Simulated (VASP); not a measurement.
# Ti2NbB3 (P4/mmm) in VASP: a series of runs, part 2 of 2

VASP 6.6.1.

### Step 4. Single point, PBE

This run uses another cell than the first one, of 11.06 Å³/atom, 1.024 times its volume.

Contents of INCAR:

```
SYSTEM = Ti2NbB3
PREC = Accurate ; ENCUT = 520
EDIFF = 1E-6 ; ISMEAR = 0
SIGMA = 0.1 ; LREAL = .False.
LASPH = .True. ; NELM = 80
ALGO = Normal ; ISIF = 2
LWAVE = .False. ; LCHARG = .True.
GGA = PE ; LELF = .True.
LVHAR = .True. ; NBANDS = 32
```

Contents of KPOINTS:

```
regular mesh
0
Gamma
  6 6 4
  0 0 0
```

Contents of POSCAR:

```
Ti2NbB3
1.0
    2.9987424344      0.0000000000      0.0000000000
    0.0000000000      2.9987424344      0.0000000000
    0.0000000000      0.0000000000      7.3785033499
Ti Nb B
2 1 3
Direct
    0.5000000000      0.5000000000      0.3370202174
    0.5000000000      0.5000000000      0.6629797826
    0.5000000000      0.5000000000      0.0000000000
    0.0000000000      0.0000000000      0.8044047785
    0.0000000000      0.0000000000      0.1955952215
    0.0000000000      0.0000000000      0.5000000000
```

Command:

```
$ cat potpaw_PBE.64/Ti_sv/POTCAR potpaw_PBE.64/Nb_sv/POTCAR potpaw_PBE.64/B/POTCAR > POTCAR
$ mpirun -np 1 vasp_std > vasp.out
```

Run time: 27 s. Hardware: 1 thread of Intel Xeon 6975P-C (Granite Rapids), shared host; peak memory 0.21 GiB.

The run converged. Its results:

```yaml
Free_energy: -46.2865 eV
Pressure: 0.0 GPa
Largest_force: 0.040 eV/Å
Band_gap_on_the_k_mesh: zero (band 23 reaches 10.56 eV, above the bottom of band 24 at 9.46 eV)
```

Forces in eV/Å, atoms in the order of the input:
```
Ti   0.000  0.000 -0.014
Ti   0.000  0.000  0.014
Nb   0.000  0.000  0.000
B    0.000  0.000  0.040
B    0.000  0.000 -0.040
B    0.000  0.000  0.000
```

Stress tensor (GPa, compression positive):
```
 0.04  0.00  0.00
 0.00  0.04  0.00
 0.00  0.00 -0.14
```

Levels at points of the mesh, in eV from the Fermi level:
```csv
k point,band 21,band 22,band 23,band 24,band 25,band 26
"(0.00, 0.00, 0.00)",-0.95,-0.93,-0.51,-0.51,-0.36,1.62
"(0.50, 0.00, 0.00)",-1.68,-0.94,-0.05,0.35,0.44,0.91
"(0.50, 0.50, 0.00)",-2.86,-1.77,0.13,1.39,3.23,3.23
"(0.00, 0.00, 0.50)",-1.29,-1.09,-0.04,0.60,0.60,0.86
"(0.50, 0.00, 0.50)",-1.21,-1.01,-0.25,-0.08,0.13,0.22
"(0.50, 0.50, 0.50)",-3.00,-1.56,-0.51,0.06,3.29,3.29
```

### Step 5. Relaxation of cell and atoms, PBE

Contents of INCAR:

```
ALGO = Normal
EDIFF = 1E-6
EDIFFG = -0.04
ENCUT = 600
GGA = PE
IBRION = 2
ISIF = 3
ISMEAR = 0
LASPH = T
LCHARG = F
LREAL = F
LWAVE = F
NELM = 100
NSW = 90
PREC = Accurate
SIGMA = 0.1
```

Contents of KPOINTS:

```
k-points
0
Gamma
  6 6 2
```

Contents of POSCAR:

```
Ti2NbB3
1.0
    2.7764632700      0.0000000000      0.0000000000
    0.0000000000      2.7764632700      0.0000000000
    0.0000000000      0.0000000000      8.4061182100
Ti Nb B
2 1 3
Direct
    0.5000000000      0.5000000000      0.3248246900
    0.5000000000      0.5000000000      0.6751753100
    0.5000000000      0.5000000000      0.0000000000
    0.0000000000      0.0000000000      0.8390681100
    0.0000000000      0.0000000000      0.1609318900
    0.0000000000      0.0000000000      0.5000000000
```

Potentials or basis: VASP PAW PBE potentials, release 64 (Ti_sv, Nb_sv, B).

Command:

```
$ cat potpaw_PBE.64/Ti_sv/POTCAR potpaw_PBE.64/Nb_sv/POTCAR potpaw_PBE.64/B/POTCAR > POTCAR
$ mpirun -np 1 vasp_std > vasp.out
```

OUTCAR:

```text
EDIFF = 1E-6
   EDIFFG = -0.04
   ENCUT = 600
   GGA = PE
   IBRION = 2
   ISIF = 3
   ISMEAR = 0
   LASPH = T
   LREAL = F
   NELM = 100
   NSW = 90
   PREC = Accurate

 ion  position               nearest neighbor table
   1  0.500  0.500  0.325-   5 2.40   5 2.40   5 2.40   5 2.40   6 2.45   6 2.45   6 2.45   6 2.45
                             3 2.73
   2  0.500  0.500  0.675-   4 2.40   4 2.40   4 2.40   4 2.40   6 2.45   6 2.45   6 2.45   6 2.45
                             3 2.73
   3  0.500  0.500  0.000-   4 2.38   5 2.38   4 2.38   5 2.38   4 2.38   5 2.38   4 2.38   5 2.38
                             1 2.73   2 2.73
   4  0.000  0.000  0.839-   3 2.38   3 2.38   3 2.38   3 2.38   2 2.40   2 2.40   2 2.40   2 2.40

   5  0.000  0.000  0.161-   3 2.38   3 2.38   3 2.38   3 2.38   1 2.40   1 2.40   1 2.40   1 2.40

   6  0.000  0.000  0.500-   1 2.45   2 2.45   1 2.45   2 2.45   1 2.45   2 2.45   1 2.45   2 2.45

  LATTYP: Found a simple tetragonal cell.
 ALAT       =     2.7764632700
 C/A-ratio  =     3.0276353017

  Lattice vectors:

 A1 = (   2.7764632700,   0.0000000000,   0.0000000000)
 A2 = (   0.0000000000,   2.7764632700,   0.0000000000)
 A3 = (   0.0000000000,   0.0000000000,   8.4061182100)

Analysis of symmetry for initial positions (statically):
=====================================================================
 Subroutine PRICEL returns:
 Original cell was already a primitive cell.

 Routine SETGRP: Setting up the symmetry group for a
 simple tetragonal supercell.

 Subroutine GETGRP returns: Found 16 space group operations
 (whereof 16 operations were pure point group operations)
 out of a pool of 16 trial point group operations.

The static configuration has the point symmetry D_4h.

Analysis of symmetry for dynamics (positions and initial velocities):
=====================================================================
 Subroutine PRICEL returns:
 Original cell was already a primitive cell.

 Routine SETGRP: Setting up the symmetry group for a
 simple tetragonal supercell.

 Subroutine GETGRP returns: Found 16 space group operations
 (whereof 16 operations were pure point group operations)
 out of a pool of 16 trial point group operations.

[... 123 lines left out ...]
     AMIX_MAG =   1.60;   BMIX_MAG =  1.00
  volume/ion in A,a.u.               =      10.80        72.88
  Fermi-wavevector in a.u.,A,eV,Ry     =   1.460386  2.759729 29.017515  2.132727
  Thomas-Fermi vector in A             =   2.576842
   LORBIT       =      0    0 simple, 1 ext, 2 COOP (PROOUT), +10 PAW based schemes
   GGA     = PE    functional components
   LHFCALC =     F    Hartree Fock is set to
   AEXX    =    0.0000 exact exchange contribution
   IVDW    =     0    specifies the selected vdW correction
   LEPSILON=     F    determine dielectric tensor
   LRPA    =     F    only Hartree local field effects (RPA)
 conjugate gradient relaxation of ions
 non-spin polarized calculation
 Gauss-broadening in eV      SIGMA  =   0.10
  energy-cutoff  :      600.00
  volume of cell :       64.80
 maximum number of plane-waves:      2186
 NGX is ok and might be reduce to    24
   NGX = 11   NGY = 11   NGZ = 33

--------------------------------------- Ionic step        1  -------------------------------------------

 number of electron      45.9999997 magnetization

 Free energy of the ion-electron system (eV)
  ---------------------------------------------------
  ext. energy  EPLUGINS =         0.00000000
  ---------------------------------------------------
  free energy    TOTEN  =       -45.31508597 eV

  energy without entropy =      -45.27277400  energy(sigma->0) =      -45.29392999

 E-fermi :  10.3904     XC(G=0): -12.6256

 val. band max:       10.3901890704   @ k =   0.5000   0.3333   0.5000
 cond. band min:      10.4054330179   @ k =   0.1667   0.1667   0.0000
 fundamental gap:      0.0152439476
 Fermi energy:        10.3904308188

 k-point     1 :       0.0000    0.0000    0.0000
  band No.  band energies     occupation
      1     -46.3271      2.00000
      2     -46.3069      2.00000
      3     -43.9244      2.00000
      4     -22.7401      2.00000
      5     -22.6038      2.00000
      6     -22.3197      2.00000
[... 702 lines left out ...]
  FREE ENERGIE OF THE ION-ELECTRON SYSTEM (eV)
  ---------------------------------------------------
  free  energy   TOTEN  =       -45.4385650046 eV

  energy  without entropy=      -45.3940809040  energy(sigma->0) =      -45.41632295

[... ionic steps 4 to 22 ...]

--------------------------------------- Ionic step       23  -------------------------------------------

 number of electron      45.9999993 magnetization

------------------------ aborting loop because EDIFF is reached ----------------------------------------
[... 75 lines left out ...]
--------------------------------------- Ionic step       25  -------------------------------------------

 number of electron      45.9999993 magnetization

 Free energy of the ion-electron system (eV)
  ---------------------------------------------------
  ext. energy  EPLUGINS =         0.00000000
  ---------------------------------------------------
  free energy    TOTEN  =       -46.26476410 eV

  energy without entropy =      -46.23843852  energy(sigma->0) =      -46.25160131

 E-fermi :   9.8941     XC(G=0): -12.4761

 val. band max:        9.8842997665   @ k =   0.0000   0.0000   0.5000
 cond. band min:       9.9206151009   @ k =   0.5000   0.1667   0.5000
 fundamental gap:      0.0363153344
 Fermi energy:         9.8941321480

 k-point     1 :       0.0000    0.0000    0.0000
  band No.  band energies     occupation
      1     -46.5549      2.00000
      2     -46.4027      2.00000
      3     -44.9321      2.00000
      4     -23.2611      2.00000
      5     -22.7407      2.00000
      6     -22.7016      2.00000
[... 622 lines left out ...]
  FREE ENERGIE OF THE ION-ELECTRON SYSTEM (eV)
  ---------------------------------------------------
  free  energy   TOTEN  =       -46.2647641024 eV

  energy  without entropy=      -46.2384385231  energy(sigma->0) =      -46.25160131

 reached required accuracy - stopping structural energy minimisation
```

It took 5.9 min on 1 thread of Intel Xeon 6975P-C (Granite Rapids), shared host; peak memory 0.23 GiB.

What came out:

```yaml
Free_energy: -46.2648 eV
Relaxed_volume: 11.11 Å³/atom
Relaxed_cell: a = 3.009 Å, b = 3.009 Å, c = 7.362 Å, α = 90.00°, β = 90.00°, γ = 90.00°
Space_group_after_relaxing_to_0.05_Å: P4/mmm (No. 123)
Energy_gained_by_relaxing: 158.3 meV/atom
Ionic_steps: 25
Pressure_after_relaxing: 0.0 GPa
Largest_force_after_relaxing: 0.011 eV/Å
Band_gap_on_the_k_mesh: zero (band 23 reaches 10.48 eV, above the bottom of band 24 at 9.42 eV)
```

Forces on the atoms (eV/Å):
```
Ti   0.000  0.000  0.011
Ti   0.000  0.000 -0.011
Nb   0.000  0.000  0.000
B    0.000  0.000 -0.002
B    0.000  0.000  0.002
B    0.000  0.000  0.000
```

Stress tensor (GPa, compression positive):
```
-0.07  0.00  0.00
 0.00 -0.07  0.00
 0.00  0.00  0.02
```

Step by step:
```tsv
step	energy change (eV)	largest force (eV/Å)	pressure (GPa)	volume (Å³)
1	0.0000	0.5863	10.41	64.80
2	-0.0287	0.1071	-9.40	71.60
3	-0.1235	0.2934	-1.03	68.31
4	-0.1667	0.1778	-1.05	68.20
5	-0.3960	0.3077	-0.85	67.80
6	-0.7730	1.0923	0.75	66.69
7	-0.7884	1.1669	0.72	66.69
8	-0.7974	1.2984	0.81	66.69
9	-0.8218	1.1975	0.55	66.77
10	-0.8818	0.8097	-0.27	67.01
11	-0.9080	0.2820	-1.35	67.48
12	-0.9150	0.1458	-1.11	67.33
13	-0.9178	0.1523	-0.35	67.07
14	-0.9193	0.1618	0.68	66.71
15	-0.9217	0.1598	0.52	66.74
16	-0.9263	0.1481	0.06	66.83
17	-0.9225	0.1048	-0.88	67.00
18	-0.9271	0.1385	-0.26	66.88
19	-0.9299	0.1269	-0.17	66.82
20	-0.9368	0.0968	0.08	66.65
21	-0.9439	0.0922	0.80	66.32
22	-0.9488	0.0445	-0.41	66.75
23	-0.9489	0.0326	-0.64	66.84
24	-0.9494	0.0400	0.28	66.55
25	-0.9497	0.0111	-0.04	66.66
```

Final structure:
```
Ti Nb B
1.0
     3.00909    0.00000    0.00000
     0.00000    3.00909    0.00000
     0.00000    0.00000    7.36197
Ti Nb B
2 1 3
Cartesian
  1.5045 1.5045 2.4672
  1.5045 1.5045 4.8948
  1.5045 1.5045 0.0000
  0.0000 0.0000 5.9002
  0.0000 0.0000 1.4618
  0.0000 0.0000 3.6810
```

Caveat: the k points lie up to 0.43 Å⁻¹ apart in the final cell.

### Step 6. Summary

```csv
task,cell,k mesh,cutoff (eV),gap on the mesh (eV),pressure (GPa),largest force (eV/Å)
single point,"a = 2.776, b = 2.776, c = 8.406 Å, 6 atoms",6 × 6 × 2,520,none,10.4,0.59
single point,"a = 3.011, b = 3.011, c = 7.361 Å, 6 atoms",6 × 6 × 2,520,none,-0.3,0.01
single point,"a = 2.999, b = 2.999, c = 7.379 Å, 6 atoms",6 × 6 × 4,520,none,0.0,0.04
relaxation of cell and atoms,"relaxed from a = 2.776, b = 2.776, c = 8.406 Å, 6 atoms",6 × 6 × 2,600,none,0.0,0.01
```

Alike in all rows: level PBE; potentials or basis VASP PAW PBE potentials, release 64 (Ti_sv, Nb_sv, B); no spin polarisation; smearing gaussian 0.1 eV.

Caveats: some runs use coarse meshes.

Total energies depend on the potentials used, so only differences within one code and one set of settings carry meaning.
